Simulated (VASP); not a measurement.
# Si4Ru (F-43m) in VASP: notebook

Si4Ru is run at these levels: PBE; tasks: single point, relaxation of cell and atoms.

Everything below comes from runs of VASP 6.6.1. Logs are shortened: lines on timing, memory, paths and dates and some standing lists are left out, and cuts for length are marked.

### 1 The cell of the first run

The structure is cubic, space group F-43m (No. 216). Conventional cell: a = 6.830 Å, b = 6.830 Å, c = 6.830 Å, α = 90.00°, β = 90.00°, γ = 90.00°. Si (site symmetry 3m) has 6 Si at 2.40 to 2.43 Å and 3 Ru at 2.83 Å within 3.2 Å. Within 3.7 Å of Ru (site symmetry -43m) lie 12 Si at 2.83 Å.

### 2 Single point, PBE

File INCAR:

```
SYSTEM = Si4Ru
PREC     = Accurate       ! precision mode
ENCUT    = 520            ! plane-wave cutoff, eV
EDIFF    = 1E-6           ! SCF threshold, eV
ISMEAR   = 0              ! smearing method
SIGMA    = 0.1            ! smearing width, eV
LREAL    = .FALSE.        ! projectors in reciprocal space
LASPH    = .TRUE.         ! aspherical terms in the spheres
NELM     = 100            ! most SCF steps
ALGO     = Normal         ! electronic algorithm
ISIF     = 2              ! what is computed and relaxed
LWAVE    = .FALSE.        ! write WAVECAR
LCHARG   = .FALSE.        ! write CHGCAR
GGA      = PE             ! functional
NBANDS   = 23             ! bands
```

File KPOINTS:

```
regular mesh
0
G
  10 10 10
  0 0 0
```

File POSCAR:

```
Si4Ru
1.0
    0.0000000000      3.4149915358      3.4149915358
    3.4149915358      0.0000000000      3.4149915358
    3.4149915358      3.4149915358      0.0000000000
Si Ru
4 1
Direct
    0.8756508792      0.3730473623      0.8756508792
    0.8756508792      0.8756508792      0.8756508792
    0.3730473623      0.8756508792      0.8756508792
    0.8756508792      0.8756508792      0.3730473623
    0.5000000000      0.5000000000      0.5000000000
```

Potentials or basis: VASP PAW PBE potentials, release 64 (Si, Ru_pv).

The run is started by

```console
$ cat potpaw_PBE.64/Si/POTCAR potpaw_PBE.64/Ru_pv/POTCAR > POTCAR
$ mpirun -np 1 vasp_std > vasp.out
```

OUTCAR:

```text
SYSTEM = Si4Ru
   PREC = Accurate
   ENCUT = 520
   EDIFF = 1E-6
   ISMEAR = 0
   LREAL = .FALSE.
   LASPH = .TRUE.
   NELM = 100
   ISIF = 2
   GGA = PE

 ion  position               nearest neighbor table
   1  0.876  0.373  0.876-   2 2.40   3 2.40   4 2.40   4 2.43   2 2.43   3 2.43   5 2.83   5 2.83
                             5 2.83
   2  0.876  0.876  0.876-   1 2.40   3 2.40   4 2.40   4 2.43   1 2.43   3 2.43   5 2.83   5 2.83
                             5 2.83
   3  0.373  0.876  0.876-   1 2.40   2 2.40   4 2.40   2 2.43   4 2.43   1 2.43   5 2.83   5 2.83
                             5 2.83
   4  0.876  0.876  0.373-   1 2.40   2 2.40   3 2.40   2 2.43   1 2.43   3 2.43   5 2.83   5 2.83
                             5 2.83
   5  0.500  0.500  0.500-   1 2.83   3 2.83   4 2.83   2 2.83   2 2.83   2 2.83   1 2.83   3 2.83
                             4 2.83   1 2.83   3 2.83   4 2.83

  LATTYP: Found a face centered cubic cell.
 ALAT       =     6.8299830716

  Lattice vectors:

 A1 = (   0.0000000000,   3.4149915358,   3.4149915358)
 A2 = (   3.4149915358,   0.0000000000,   3.4149915358)
 A3 = (   3.4149915358,   3.4149915358,   0.0000000000)

Analysis of symmetry for initial positions (statically):
=====================================================================
 Subroutine PRICEL returns:
 Original cell was already a primitive cell.

 Routine SETGRP: Setting up the symmetry group for a
 face centered cubic supercell.

 Subroutine GETGRP returns: Found 24 space group operations
 (whereof 24 operations were pure point group operations)
 out of a pool of 48 trial point group operations.

The static configuration has the point symmetry T_d .

Analysis of symmetry for dynamics (positions and initial velocities):
=====================================================================
 Subroutine PRICEL returns:
 Original cell was already a primitive cell.

 Routine SETGRP: Setting up the symmetry group for a
 face centered cubic supercell.

 Subroutine GETGRP returns: Found 24 space group operations
 (whereof 24 operations were pure point group operations)
 out of a pool of 48 trial point group operations.

The dynamic configuration has the point symmetry T_d .

 Subroutine INISYM returns: Found 24 space group operations
 (whereof 24 operations are pure point group operations),
 and found     1 'primitive' translations

----------------------------------------------------------------------------------------

                                     Primitive cell

  volume of cell :      79.6524

  direct lattice vectors                    reciprocal lattice vectors
     0.000000000  3.414991536  3.414991536    -0.146413247  0.146413247  0.146413247
     3.414991536  0.000000000  3.414991536     0.146413247 -0.146413247  0.146413247
     3.414991536  3.414991536  0.000000000     0.146413247  0.146413247 -0.146413247

  length of vectors
     4.829527345  4.829527345  4.829527345     0.253595183  0.253595183  0.253595183

  position of ions in fractional coordinates (direct lattice)
     0.875650879  0.373047362  0.875650879
     0.875650879  0.875650879  0.875650879
     0.373047362  0.875650879  0.875650879
     0.875650879  0.875650879  0.373047362
     0.500000000  0.500000000  0.500000000

  ion indices of the primitive-cell ions
   primitive index   ion index
                 1           1
                 2           2
                 3           3
                 4           4
                 5           5

----------------------------------------------------------------------------------------

 KPOINTS: regular mesh

Automatic generation of k-mesh.
 Grid dimensions read from file:
 generate k-points for:   10   10   10

 Generating k-lattice:

  Cartesian coordinates                     Fractional coordinates (reciprocal lattice)
    -0.014641325  0.014641325  0.014641325     0.100000000  0.000000000  0.000000000
     0.014641325 -0.014641325  0.014641325     0.000000000  0.100000000  0.000000000
     0.014641325  0.014641325 -0.014641325     0.000000000  0.000000000  0.100000000

  Length of vectors
     0.025359518  0.025359518  0.025359518

  Shift w.r.t. Gamma in fractional coordinates (k-lattice)
     0.000000000  0.000000000  0.000000000

 Subroutine IBZKPT returns following result:
 ===========================================

 Found     47 irreducible k-points:

 Following reciprocal coordinates:
            Coordinates               Weight
  0.000000  0.000000  0.000000      1.000000
  0.100000  0.000000  0.000000      8.000000
  0.200000  0.000000  0.000000      8.000000
  0.300000  0.000000  0.000000      8.000000
  0.400000  0.000000  0.000000      8.000000
  0.500000  0.000000  0.000000      4.000000
[... 16 lines left out ...]
  0.300000  0.300000  0.000000      6.000000
  0.400000  0.300000  0.000000     24.000000
 [... further k-points ...]
   k-points           NKPTS =     47   k-points in BZ     NKDIM =     47   number of bands    NBANDS=     23
   number of dos      NEDOS =    301   number of ions     NIONS =      5
   total plane-waves  NPLWV =  46656
   dimension x,y,z NGX =    36 NGY =   36 NGZ =   36
   dimension x,y,z NGXF=    72 NGYF=   72 NGZF=   72
   ions per type =               4   1
   NGX,Y,Z   is equivalent  to a cutoff of  12.39, 12.39, 12.39 a.u.
   NGXF,Y,Z  is equivalent  to a cutoff of  24.78, 24.78, 24.78 a.u.
 SYSTEM =  Si4Ru
   PREC   = accura    normal or accurate (medium, high low for compatibility)
   ISTART =      0    job   : 0-new  1-cont  2-samecut
   ICHARG =      2    charge: 1-file 2-atom 10-const
   ISPIN  =      1    spin polarized calculation?
   LNONCOLLINEAR =      F non collinear calculations
   LSORBIT =      F    spin-orbit coupling
   LASPH  =      T    aspherical Exc in radial PAW
   ENCUT  =  520.0 eV  38.22 Ry    6.18 a.u.   8.98  8.98  8.98*2*pi/ulx,y,z
   NELM   =    100;   NELMIN=  2; NELMDL= -5     # of ELM steps
   EDIFF  = 0.1E-05   stopping-criterion for ELM
   LREAL  =      F    real-space projection
   EDIFFG = 0.1E-04   stopping-criterion for IOM
   NSW    =      0    number of steps for IOM
   IBRION =     -1    ionic relax: 0-MD 1-quasi-New 2-CG
   NFREE  =      0    steps in history (QN), initial steepest desc. (CG)
   ISIF   =      2    stress and relaxation
   ISYM   =      2    0-nonsym 1-usesym 2-fastsym
   POTIM  = 0.5000    time-step for ionic-motion
   TEBEG  =    0.0;   TEEND  =   0.0 temperature during run
   PSTRESS=    0.0 pullay stress
   NELECT =      30.0000    total number of electrons
   NUPDOWN=      -1.0000    fix difference up-down
   EMIN   =  10.00;   EMAX   =-10.00  energy-range for DOS
   EFERMI =   0.00;   METHOD = LEGACY
   ISMEAR =     0;   SIGMA  =   0.10  broadening in eV -4-tet -1-fermi 0-gaus
   EFERMI_NEDOS =   21; number of points for ismear=-14 and -15
   IALGO  =     38    algorithm
   IMIX   =      4    mixing-type and parameters
     AMIX     =   0.40;   BMIX     =  1.00
     AMIX_MAG =   1.60;   BMIX_MAG =  1.00
  volume/ion in A,a.u.               =      15.93       107.50
  Fermi-wavevector in a.u.,A,eV,Ry     =   1.182267  2.234161 19.017619  1.397756
  Thomas-Fermi vector in A             =   2.318525
   LORBIT       =      0    0 simple, 1 ext, 2 COOP (PROOUT), +10 PAW based schemes
   GGA     = PE    functional components
   LHFCALC =     F    Hartree Fock is set to
   AEXX    =    0.0000 exact exchange contribution
   IVDW    =     0    specifies the selected vdW correction
   LEPSILON=     F    determine dielectric tensor
   LRPA    =     F    only Hartree local field effects (RPA)
 non-spin polarized calculation
 Gauss-broadening in eV      SIGMA  =   0.10
  energy-cutoff  :      520.00
  volume of cell :       79.65
 maximum number of plane-waves:      2166
   NGX = 17   NGY = 17   NGZ = 17

 number of electron      30.0000004 magnetization

 Free energy of the ion-electron system (eV)
  ---------------------------------------------------
  ext. energy  EPLUGINS =         0.00000000
  ---------------------------------------------------
  free energy    TOTEN  =       -28.27188389 eV

  energy without entropy =      -28.24982402  energy(sigma->0) =      -28.26085396

 E-fermi :   9.2279     XC(G=0): -10.9485

 val. band max:        9.2148194339   @ k =   0.5000   0.1000   0.0000
 cond. band min:       9.2285460253   @ k =  -0.4000   0.3000   0.1000
 fundamental gap:      0.0137265914
 Fermi energy:         9.2278985973

 k-point     1 :       0.0000    0.0000    0.0000
  band No.  band energies     occupation
      1     -33.3532      2.00000
      2     -33.3532      2.00000
      3     -33.3532      2.00000
      4      -5.0754      2.00000
      5       1.1306      2.00000
      6       3.4323      2.00000
[... 15 lines left out ...]
     22      11.9866      0.00000
     23      17.1524      0.00000

 k-point     2 :       0.1000    0.0000    0.0000
  band No.  band energies     occupation
      1     -33.3533      2.00000
      2     -33.3532      2.00000
      3     -33.3532      2.00000
      4      -4.9989      2.00000
      5       0.8098      2.00000
      6       3.1895      2.00000
[... 15 lines left out ...]
     22      12.6413      0.00000
     23      16.9641      0.00000

 k-point     3 :       0.2000    0.0000    0.0000
  band No.  band energies     occupation
      1     -33.3536      2.00000
      2     -33.3532      2.00000
      3     -33.3532      2.00000
      4      -4.7758      2.00000
      5       0.0687      2.00000
      6       2.8746      2.00000
[... 15 lines left out ...]
     22      13.5829      0.00000
     23      15.6085      0.00000
[... 495 lines left out ...]
 k-point    23 :       0.3000    0.3000    0.0000
  band No.  band energies     occupation
      1     -33.3539      2.00000
      2     -33.3535      2.00000
      3     -33.3535      2.00000
      4      -4.1933      2.00000
      5      -1.0683      2.00000
      6       2.1506      2.00000
[... 15 lines left out ...]
     22      13.9208      0.00000
     23      14.0746      0.00000

 k-point    24 :       0.4000    0.3000    0.0000
  band No.  band energies     occupation
      1     -33.3541      2.00000
      2     -33.3536      2.00000
      3     -33.3535      2.00000
      4      -3.8606      2.00000
      5      -1.5687      2.00000
      6       1.7335      2.00000
[... 15 lines left out ...]
     22      14.4380      0.00000
     23      14.6768      0.00000

 [... further k-points ...]

------------------------ aborting loop because EDIFF is reached ----------------------------------------

  FORCE on cell =-STRESS in cart. coord.  units (eV):
  Direction    XX          YY          ZZ          XY          YZ          ZX
  --------------------------------------------------------------------------------------
  -------------------------------------------------------------------------------------
  Total       -0.0534995     -0.0534995     -0.0534995      0.0000000      0.0000000     -0.0000000
  in kB       -1.0761227     -1.0761227     -1.0761227      0.0000000      0.0000000     -0.0000000
  external PRESSURE =      -1.0761227 kB  Pullay stress =       0.0000000 kB

 VOLUME and BASIS-vectors are now :
 -----------------------------------------------------------------------------
  energy-cutoff  :      520.00
  volume of cell :       79.65
      direct lattice vectors                 reciprocal lattice vectors
     0.000000000  3.414991536  3.414991536    -0.146413247  0.146413247  0.146413247
     3.414991536  0.000000000  3.414991536     0.146413247 -0.146413247  0.146413247
     3.414991536  3.414991536  0.000000000     0.146413247  0.146413247 -0.146413247

 POSITION                                       TOTAL-FORCE (eV/Angst)
 -----------------------------------------------------------------------------------
      4.26429      5.98068      4.26429         0.002244     -0.002244      0.002244
      5.98068      5.98068      5.98068        -0.002244     -0.002244     -0.002244
      5.98068      4.26429      4.26429        -0.002244      0.002244      0.002244
      4.26429      4.26429      5.98068         0.002244      0.002244     -0.002244
      3.41499      3.41499      3.41499         0.000000      0.000000     -0.000000
 -----------------------------------------------------------------------------------
    total drift:                               -0.000000     -0.000000     -0.000000

  FREE ENERGIE OF THE ION-ELECTRON SYSTEM (eV)
  ---------------------------------------------------
  free  energy   TOTEN  =       -28.2718838933 eV

  energy  without entropy=      -28.2498240248  energy(sigma->0) =      -28.26085396
```

Run time: 83 s. Hardware: 1 thread of Intel Xeon 8259CL, shared host; peak memory 0.24 GiB.

Results:

```yaml
Free_energy: -28.2719 eV
Pressure: -0.1 GPa
Largest_force: 0.004 eV/Å
Band_gap_on_the_k_mesh: zero (bands 15 and 16 overlap by 1.31 eV)
```

Forces on the atoms (eV/Å):
```
Si   0.002 -0.002  0.002
Si  -0.002 -0.002 -0.002
Si  -0.002  0.002  0.002
Si   0.002  0.002 -0.002
Ru   0.000  0.000  0.000
```

### 3 Relaxation of cell and atoms, PBE

File INCAR:

```
SYSTEM = Si4Ru
ALGO     = Normal         ! electronic algorithm
EDIFF    = 1E-7           ! SCF threshold, eV
EDIFFG   = -0.01          ! ionic threshold
ENCUT    = 600            ! plane-wave cutoff, eV
GGA      = PE             ! functional
IBRION   = 2              ! ionic algorithm
ISIF     = 3              ! what is computed and relaxed
ISMEAR   = 0              ! smearing method
LASPH    = .TRUE.         ! aspherical terms in the spheres
LCHARG   = .FALSE.        ! write CHGCAR
LREAL    = .FALSE.        ! projectors in reciprocal space
LWAVE    = .FALSE.        ! write WAVECAR
NELM     = 80             ! most SCF steps
NSW      = 100            ! ionic steps
PREC     = Accurate       ! precision mode
SIGMA    = 0.1            ! smearing width, eV
```

File KPOINTS:

```
k-points
0
G
  10 10 10
  0 0 0
```

File POSCAR:

```
Si4Ru
1.0
    0.0000000000      3.4171255651      3.4171255651
    3.4171255651      0.0000000000      3.4171255651
    3.4171255651      3.4171255651      0.0000000000
Si Ru
4 1
Direct
    0.8755316635      0.3734050096      0.8755316635
    0.8755316635      0.8755316635      0.8755316635
    0.3734050096      0.8755316635      0.8755316635
    0.8755316635      0.8755316635      0.3734050096
    0.5000000000      0.5000000000      0.5000000000
```

Potentials or basis: VASP PAW PBE potentials, release 64 (Si, Ru_pv).

The run is started by

```console
$ cat potpaw_PBE.64/Si/POTCAR potpaw_PBE.64/Ru_pv/POTCAR > POTCAR
$ mpirun -np 1 vasp_std > vasp.out
```

It took 3.7 min on 1 thread of Intel Xeon 8259CL, shared host; peak memory 0.3 GiB.

It converged, with:

| Quantity | Value |
| --- | --- |
| Free energy | -28.2725 eV |
| Relaxed volume | 15.92 Å³/atom |
| Relaxed cell | a = 4.828 Å, b = 4.828 Å, c = 4.828 Å, α = 60.00°, β = 60.00°, γ = 60.00° |
| Space group after relaxing (to 0.1 Å) | F-43m (No. 216) |
| Energy gained by relaxing | 0.1 meV/atom |
| Ionic steps | 3 |
| Pressure after relaxing | 0.0 GPa |
| Band gap on the k mesh | zero (bands 15 and 16 overlap by 1.31 eV) |

The path:
| step | energy change (eV) | largest force (eV/Å) | pressure (GPa) | volume (Å³) |
| --- | --- | --- | --- | --- |
| 1 | 0.0000 | 0.0458 | -0.31 | 79.80 |
| 2 | -0.0002 | 0.0307 | 0.18 | 79.45 |
| 3 | -0.0003 | 0.0020 | 0.00 | 79.58 |

Final structure:
```xyz
5
Lattice="0.0000 3.4139 3.4139 3.4139 0.0000 3.4139 3.4139 3.4139 0.0000" Properties=species:S:1:pos:R:3 pbc="T T T"
Si    4.2630    5.9788    4.2630
Si    5.9788    5.9788    5.9788
Si    5.9788    4.2630    4.2630
Si    4.2630    4.2630    5.9788
Ru    3.4139    3.4139    3.4139
```

Levels at points of the mesh, in eV from the Fermi level:
| k point | band 12 | band 13 | band 14 | band 15 | band 16 | band 17 | band 18 | band 19 |
| --- | --- | --- | --- | --- | --- | --- | --- | --- |
| (0.00, 0.00, 0.00) | -4.06 | -4.06 | -0.78 | 0.25 | 0.25 | 0.25 | 2.01 | 2.01 |
| (0.50, 0.00, 0.00) | -2.16 | -2.03 | -0.26 | -0.26 | -0.19 | 1.23 | 1.23 | 1.93 |
| (0.50, 0.50, 0.00) | -2.29 | -2.28 | -1.19 | 0.76 | 0.76 | 1.07 | 2.43 | 2.45 |
